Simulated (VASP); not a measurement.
# Ti (Im-3m) in VASP: notebook, part 3 of 3

VASP 6.6.1.

## Step 5: Electric field gradients, PBEsol (volume scaled by 1.01)

INCAR

```
SYSTEM = Ti
PREC     = Accurate       ! precision mode
ENCUT    = 520            ! plane-wave cutoff, eV
EDIFF    = 1E-8           ! SCF threshold, eV
ISMEAR   = -1             ! smearing method
SIGMA    = 0.08           ! smearing width, eV
LREAL    = .FALSE.        ! projectors in reciprocal space
LASPH    = .TRUE.         ! aspherical terms in the spheres
NELM     = 100            ! most SCF steps
ALGO     = Normal         ! electronic algorithm
ISIF     = 2              ! what is computed and relaxed
LWAVE    = .FALSE.        ! write WAVECAR
LCHARG   = .FALSE.        ! write CHGCAR
GGA      = PS             ! functional
LEFG     = .TRUE.       
NBANDS   = 12             ! bands
```

KPOINTS

```
regular mesh
0
G
  17 17 17
  0 0 0
```

POSCAR

```
Ti
1.0
   -1.6464518673      1.6464518673      1.6464518673
    1.6464518673     -1.6464518673      1.6464518673
    1.6464518673      1.6464518673     -1.6464518673
Ti
1
Direct
    0.0000000000      0.0000000000      0.0000000000
```

Potentials or basis: VASP PAW PBE potentials, release 64 (Ti_sv).

The run is started by

```sh
$ cat potpaw_PBE.64/Ti_sv/POTCAR > POTCAR
$ mpirun -np 1 vasp_std > vasp.out
```

OUTCAR:

```text
SYSTEM = Ti
   PREC = Accurate
   ENCUT = 520
   EDIFF = 1E-8
   ISMEAR = -1
   LREAL = .FALSE.
   LASPH = .TRUE.
   NELM = 100
   ISIF = 2
   GGA = PS

 ion  position               nearest neighbor table
   1  0.000  0.000  0.000-

  LATTYP: Found a body centered cubic cell.
 ALAT       =     3.2929037346

  Lattice vectors:

 A1 = (  -1.6464518673,   1.6464518673,   1.6464518673)
 A2 = (   1.6464518673,  -1.6464518673,   1.6464518673)
 A3 = (   1.6464518673,   1.6464518673,  -1.6464518673)

Analysis of symmetry for initial positions (statically):
=====================================================================
 Subroutine PRICEL returns:
 Original cell was already a primitive cell.

 Routine SETGRP: Setting up the symmetry group for a
 body centered cubic supercell.

 Subroutine GETGRP returns: Found 48 space group operations
 (whereof 48 operations were pure point group operations)
 out of a pool of 48 trial point group operations.

The static configuration has the point symmetry O_h .

Analysis of symmetry for dynamics (positions and initial velocities):
=====================================================================
 Subroutine PRICEL returns:
 Original cell was already a primitive cell.

 Routine SETGRP: Setting up the symmetry group for a
 body centered cubic supercell.

 Subroutine GETGRP returns: Found 48 space group operations
 (whereof 48 operations were pure point group operations)
 out of a pool of 48 trial point group operations.

The dynamic configuration has the point symmetry O_h .

 Subroutine INISYM returns: Found 48 space group operations
 (whereof 48 operations are pure point group operations),
 and found     1 'primitive' translations

----------------------------------------------------------------------------------------

                                     Primitive cell

  volume of cell :      17.8528

  direct lattice vectors                    reciprocal lattice vectors
    -1.646451867  1.646451867  1.646451867     0.000000000  0.303683339  0.303683339
     1.646451867 -1.646451867  1.646451867     0.303683339  0.000000000  0.303683339
     1.646451867  1.646451867 -1.646451867     0.303683339  0.303683339  0.000000000

  length of vectors
     2.851738286  2.851738286  2.851738286     0.429473096  0.429473096  0.429473096

  position of ions in fractional coordinates (direct lattice)
     0.000000000  0.000000000  0.000000000

  ion indices of the primitive-cell ions
   primitive index   ion index
                 1           1

----------------------------------------------------------------------------------------

 KPOINTS: regular mesh

Automatic generation of k-mesh.
 Grid dimensions read from file:
 generate k-points for:   17   17   17

 Generating k-lattice:

  Cartesian coordinates                     Fractional coordinates (reciprocal lattice)
     0.000000000  0.017863726  0.017863726     0.058823529  0.000000000  0.000000000
     0.017863726  0.000000000  0.017863726     0.000000000  0.058823529  0.000000000
[... 67 lines left out ...]
   TEBEG  =    0.0;   TEEND  =   0.0 temperature during run
   PSTRESS=    0.0 pullay stress
   NELECT =      12.0000    total number of electrons
   NUPDOWN=      -1.0000    fix difference up-down
   EMIN   =  10.00;   EMAX   =-10.00  energy-range for DOS
   EFERMI =   0.00;   METHOD = LEGACY
   ISMEAR =    -1;   SIGMA  =   0.08  broadening in eV -4-tet -1-fermi 0-gaus
   EFERMI_NEDOS =   21; number of points for ismear=-14 and -15
   IALGO  =     38    algorithm
   IMIX   =      4    mixing-type and parameters
     AMIX     =   0.40;   BMIX     =  1.00
     AMIX_MAG =   1.60;   BMIX_MAG =  1.00
  volume/ion in A,a.u.               =      17.85       120.48
  Fermi-wavevector in a.u.,A,eV,Ry     =   1.434056  2.709974 27.980620  2.056518
  Thomas-Fermi vector in A             =   2.553507
   LORBIT       =      0    0 simple, 1 ext, 2 COOP (PROOUT), +10 PAW based schemes
   GGA     = PS    functional components
   LHFCALC =     F    Hartree Fock is set to
   AEXX    =    0.0000 exact exchange contribution
   IVDW    =     0    specifies the selected vdW correction
   LEPSILON=     F    determine dielectric tensor
   LRPA    =     F    only Hartree local field effects (RPA)
 non-spin polarized calculation
  energy-cutoff  :      520.00
  volume of cell :       17.85
 maximum number of plane-waves:       491
 NGX is ok and might be reduce to    24
   NGX = 11   NGY = 11   NGZ = 11

 number of electron      12.0000002 magnetization

 Free energy of the ion-electron system (eV)
  ---------------------------------------------------
  ext. energy  EPLUGINS =         0.00000000
  ---------------------------------------------------
  free energy    TOTEN  =        -8.22610835 eV

  energy without entropy =       -8.17502439  energy(sigma->0) =       -8.20056637

 E-fermi :   7.6760     XC(G=0): -11.5012

 val. band max:        7.6732818890   @ k =  -0.4706   0.4706   0.1176
 cond. band min:       7.6792337207   @ k =   0.2353   0.1176   0.0000
 fundamental gap:      0.0059518317
 Fermi energy:         7.6759922980

 k-point     1 :       0.0000    0.0000    0.0000
  band No.  band energies     occupation
      1     -48.6755      2.00000
      2     -24.6568      2.00000
      3     -24.6568      2.00000
      4     -24.6568      2.00000
      5       1.7840      2.00000
      6       8.6351      0.00001
      7       8.6351      0.00001
      8       8.6351      0.00001
      9      10.3477      0.00000
     10      10.3477      0.00000
     11      24.9013      0.00000
     12      24.9013      0.00000
[... 331 lines left out ...]
 k-point    24 :       0.1765    0.1765    0.0000
  band No.  band energies     occupation
      1     -48.5946      2.00000
      2     -25.0538      2.00000
      3     -24.7864      2.00000
      4     -24.6970      2.00000
      5       4.4117      2.00000
      6       7.6614      1.09100
      7       7.8376      0.23419
      8       9.9140      0.00000
      9      10.6105      0.00000
     10      10.7887      0.00000
     11      20.8600      0.00000
     12      21.1079      0.00000

 [... further k-points ...]
[... 5 lines left out ...]
  --------------------------------------------------------------------------------------
  -------------------------------------------------------------------------------------
  Total       -0.8408425     -0.8408425     -0.8408425     -0.0000000     -0.0000000      0.0000000
  in kB      -75.4602303    -75.4602303    -75.4602303     -0.0000000     -0.0000000      0.0000000
  external PRESSURE =     -75.4602303 kB  Pullay stress =       0.0000000 kB

 VOLUME and BASIS-vectors are now :
 -----------------------------------------------------------------------------
  energy-cutoff  :      520.00
  volume of cell :       17.85
      direct lattice vectors                 reciprocal lattice vectors
    -1.646451867  1.646451867  1.646451867     0.000000000  0.303683339  0.303683339
     1.646451867 -1.646451867  1.646451867     0.303683339  0.000000000  0.303683339
     1.646451867  1.646451867 -1.646451867     0.303683339  0.303683339  0.000000000

 POSITION                                       TOTAL-FORCE (eV/Angst)
 -----------------------------------------------------------------------------------
      0.00000      0.00000      0.00000         0.000000      0.000000      0.000000
 -----------------------------------------------------------------------------------
    total drift:                                0.000000      0.000000      0.000000

  FREE ENERGIE OF THE ION-ELECTRON SYSTEM (eV)
  ---------------------------------------------------
  free  energy   TOTEN  =        -8.2261083489 eV

  energy  without entropy=       -8.1750243913  energy(sigma->0) =       -8.20056637

 Electric field gradients (V/A^2)
---------------------------------------------------------------------
 ion       V_xx      V_yy      V_zz      V_xy      V_xz      V_yz
---------------------------------------------------------------------
   1      -0.000     0.000    -0.000     0.001     0.001     0.001
---------------------------------------------------------------------

 Electric field gradients after diagonalization (V/A^2)
 (convention: |V_zz| > |V_xx| > |V_yy|)
----------------------------------------------------------------------
 ion       V_xx      V_yy      V_zz     asymmetry (V_yy - V_xx)/ V_zz
----------------------------------------------------------------------
   1      -0.001    -0.001     0.001       0.000
----------------------------------------------------------------------

           NMR quadrupolar parameters

 Cq : quadrupolar parameter    Cq=e*Q*V_zz/h
 eta: asymmetry parameters     (V_yy - V_xx)/ V_zz
 Q  : nuclear electric quadrupole moment in mb (millibarn)
----------------------------------------------------------------------
 ion       Cq(MHz)       eta       Q (mb)
----------------------------------------------------------------------
   1       0.000       0.000       1.000
----------------------------------------------------------------------
```

Wall time 44 s (1 thread of AMD EPYC 7R43 (Zen 3), shared host); peak memory 0.12 GiB.

What came out:

| Item | Value |
| --- | --- |
| Free energy | -8.2261 eV |
| Pressure | -7.5 GPa |
| Band gap on the k mesh | zero (band 6 reaches 8.64 eV, above the bottom of band 7 at 7.05 eV) |

Caveat: without QUAD_EFG the Cq values of the log hold for a quadrupole moment of 1 mb, not for the nuclei; the PAW data sets were made with another functional, which shifts forces and pressure a little.

## Step 6: Overview

| cell | gap on the mesh (eV) | pressure (GPa) |
| --- | --- | --- |
| a = 2.842 Å, angles 109.5°, 1 atom | none | -6.7 |
| a = 2.833 Å, angles 109.5°, 1 atom | none | -5.8 |
| a = 2.852 Å, angles 109.5°, 1 atom | none | -7.5 |

Alike in all rows: task electric field gradients; level PBEsol; potentials or basis VASP PAW PBE potentials, release 64 (Ti_sv); no spin polarisation; k mesh 17 × 17 × 17; cutoff (eV) 520; smearing fermi-dirac 0.08 eV.

Caveats: the PAW data sets were made with another functional, which shifts forces and pressure a little.

Absolute energies hang on the potentials; compare differences alone.
